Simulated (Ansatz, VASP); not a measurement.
## Two plane-wave programs on SnO

File INCAR:

```
SYSTEM = SnO
PREC = Accurate ; ENCUT = 520
EDIFF = 1E-6 ; ISMEAR = 0
SIGMA = 0.05 ; LREAL = .FALSE.
LASPH = .TRUE. ; NELM = 80
ALGO = Normal ; ISIF = 2
LWAVE = .FALSE. ; LCHARG = .TRUE.
LDIPOL = .TRUE. ; IDIPOL = 3
DIPOL = 0.5 0.5 0.408 ; GGA = PE
IVDW = 12 ; LELF = .TRUE.
LVHAR = .TRUE. ; LVACPOTAV = .TRUE.
NBANDS = 50
```

The input KPOINTS:

```
regular mesh
0
G
  7 7 1
  0 0 0
```

POSCAR

```
SnO
1.0
    3.8201527101      0.0002954416      0.0000000000
   -0.0003145269      3.8201527086      0.0000000000
    0.0000000000      0.0000000000     22.2260751773
Sn O
4 4
Direct
    0.9999452874      0.9999452874      0.2024648960
    0.4999452874      0.4999452874      0.3087831537
    0.7499452874      0.7499452874      0.5067488299
    1.2499452874      1.2499452874      0.6130670876
    0.9999461031      0.4999461031      0.2556240249
    0.4999461031      0.9999461031      0.2556240249
    0.7499444717      1.2499444717      0.5599079587
    1.2499444717      0.7499444717      0.5599079587
```

Input for Ansatz:

```yaml
crystal:
  lattice:
    - [3.8201527101, 0.0002954416, 0.0]
    - [-0.0003145269, 3.8201527086, 0.0]
    - [0.0, 0.0, 22.2260751773]
  atoms:
    - { symbol: Sn, position: [0.9999452874, 0.9999452874, 0.202464896] }
    - { symbol: O, position: [0.9999461031, 0.4999461031, 0.2556240249] }
    - { symbol: O, position: [0.4999461031, 0.9999461031, 0.2556240249] }
    - { symbol: Sn, position: [0.4999452874, 0.4999452874, 0.3087831537] }
    - { symbol: Sn, position: [0.7499452874, 0.7499452874, 0.5067488299] }
    - { symbol: O, position: [0.7499444717, 1.2499444717, 0.5599079587] }
    - { symbol: O, position: [1.2499444717, 0.7499444717, 0.5599079587] }
    - { symbol: Sn, position: [1.2499452874, 1.2499452874, 0.6130670876] }
basis:
  ecutwfc: 420
kpoints:
  mp_grid: { grid: [7, 7, 1] }
hamiltonian:
  xc: pbe
  pseudopotentials: { kind: paw, azcp: { folder: soft_1 } }
  dispersion: d3bj
scf:
  occupations: { method: gaussian, width: 0.05 }
output:
  forces: true
  eigenvalues: true
efield:
  axis: 3
  dipole_correction: true
  ramp_width: 0.04
```

Alike in both runs: task single point; functional PBE; dispersion D3(BJ); k mesh 7 × 7 × 1; occupations gaussian, width 0.05 eV; no spin polarisation.

|  | VASP | Ansatz |
| --- | --- | --- |
| version | VASP 6.6.1 | Ansatz 0.2.0 |
| potentials or method | VASP PAW PBE potentials, release 64 (Sn_d, O), cutoff 520 eV | scalar-relativistic, plane waves, PAW |
| valence electrons in the cell | 80 | 80 |

```tsv
	VASP	Ansatz	Ansatz less VASP
gap on the k mesh at the Fermi level (eV)	2.58	2.63	+0.044
least direct gap on the mesh (eV)	2.61	2.65	+0.042
rms of the force components (eV/Å)	0.048	0.015	-0.0328
```
